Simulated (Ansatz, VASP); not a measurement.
**IrPt2: VASP beside Ansatz**

```xyz
3
Lattice="3.5333 0.0000 0.0000 0.0000 3.5333 0.0000 0.0000 0.0000 5.0945" Properties=species:S:1:pos:R:3 pbc="T T T"
Ir    1.7667    1.7667    0.0000
Pt    0.0000    0.0000    2.5473
Pt    0.0000    0.0000    0.0000
```

Alike in both runs: functional PBE; k mesh 6 × 6 × 4; occupations gaussian, width 0.2 eV; no spin polarisation.

Ansatz relaxed the structure, and its values are those at the end. VASP's run is a single point on that final structure, the one shown.

```csv
,VASP,Ansatz
version,VASP 6.6.1,Ansatz 0.2.0
potentials or method,"VASP PAW PBE potentials, release 64 (Ir, Pt), cutoff 500 eV","scalar-relativistic, plane waves, PAW"
valence electrons in the cell,29,53
```

Ansatz gave:

```
gap on the k mesh at the Fermi level (eV) : none
pressure (GPa)                            : 0.4
```

Q: Estimate VASP's values.

A: gap on the k mesh at the Fermi level (eV): none; pressure (GPa): 0.2.

A gap of «none» marks a metal or a gap that the smearing closes. The functional is the same, so the differences come from potentials, cutoffs and numerics. VASP's potentials hold 29 valence electrons a cell and Ansatz's 53, so a difference there can come from the potentials and not from the codes.

Neither program's run includes spin-orbit coupling.
